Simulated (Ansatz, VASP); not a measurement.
**BiTe: VASP beside Ansatz**

The input INCAR:

```
SYSTEM = BiTe
PREC = Accurate
ENCUT = 520
EDIFF = 1E-6
ISMEAR = -1
SIGMA = 0.05
LREAL = .False.
LASPH = .True.
NELM = 80
ALGO = Normal
ISIF = 2
LWAVE = .False.
LCHARG = .True.
GGA = PS
LELF = .True.
LVHAR = .True.
NBANDS = 18
```

The input KPOINTS:

```
Automatic mesh
0
Gamma
  6 6 6
  0 0 0
```

Contents of POSCAR:

```
BiTe
1.0
    0.0000000000      3.2350000000      3.2350000000
    3.2350000000      0.0000000000      3.2350000000
    3.2350000000      3.2350000000      0.0000000000
Bi Te
1 1
Direct
    0.0000000000      0.0000000000      0.0000000000
    0.5000000000      0.5000000000      0.5000000000
```

File input.yaml:

```yaml
crystal:
  lattice:
    - [0.0, 3.235, 3.235]
    - [3.235, 0.0, 3.235]
    - [3.235, 3.235, 0.0]
  atoms:
    - { symbol: Bi, position: [0.0, 0.0, 0.0] }
    - { symbol: Te, position: [0.5, 0.5, 0.5] }
hamiltonian:
  xc: pbesol
  pseudopotentials: { kind: paw }
kpoints:
  mp_grid: { grid: [6, 6, 6] }
scf:
  occupations: { method: fermi_dirac, width: 0.05 }
  n_extra_bands: 6
output:
  forces: true
  stress: true
  eigenvalues: true
  dos: { projected: false, de: 0.05, nscf_kmesh: { grid: [9, 9, 9] } }
  write_density: true
  write_potential: true
  elf: true
  volumetric_format: npy
```

Alike in both runs: functional PBEsol; k mesh 6 × 6 × 6; occupations fermi-dirac, width 0.05 eV; no spin polarisation.

|  | VASP | Ansatz |
| --- | --- | --- |
| version | VASP 6.6.1 | Ansatz 0.2.0 |
| potentials or method | VASP PAW PBE potentials, release 64 (Bi_d, Te) | Ansatz PAW |
| plane-wave cutoff (eV) | 520 | 420 |
| valence electrons in the cell | 21 | 31 |
| task | single point | density of states |

|  | VASP | Ansatz | Ansatz less VASP |
| --- | --- | --- | --- |
| gap on the k mesh at the Fermi level (eV) | none | none | - |
| pressure (GPa) | -1.6 | -1.5 | +0.03 |

VASP's potentials were made for PBE, not for PBEsol. A gap of «none» marks a metal or a gap that the smearing closes. VASP's potentials hold 21 valence electrons a cell and Ansatz's 31, so a difference there can come from the potentials and not from the codes.

Neither program's run includes spin-orbit coupling.
